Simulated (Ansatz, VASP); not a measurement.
# One calculation of ScW, two programs

```
CELL_PARAMETERS angstrom
2.83631 0.00000 0.00000
-1.41816 2.45632 0.00000
0.00000 0.00000 5.52676
ATOMIC_POSITIONS crystal
Sc 0.00000 0.00000 0.50000
W 0.00000 0.00000 0.00000
```

Alike in both runs: functional PBE; k mesh 7 × 7 × 5; occupations gaussian, width 0.2 eV; no spin polarisation.

Ansatz relaxed the structure, and its values are those at the end. VASP's run is a single point on that final structure, the one shown.

```csv
,VASP,Ansatz
version,VASP 6.6.1,Ansatz 0.2.0
potentials or method,"VASP PAW PBE potentials, release 64 (Sc_sv, W_sv), cutoff 500 eV","scalar-relativistic, plane waves, PAW"
valence electrons in the cell,25,25
```

|  | VASP | Ansatz | Ansatz less VASP |
| --- | --- | --- | --- |
| gap on the k mesh at the Fermi level (eV) | none | none | - |
| pressure (GPa) | 0.4 | 0.2 | -0.20 |

A gap of «none» marks a metal or a gap that the smearing closes.

The k mesh is coarse, so the values compare programs but aren't converged. Spin-orbit coupling is off throughout.
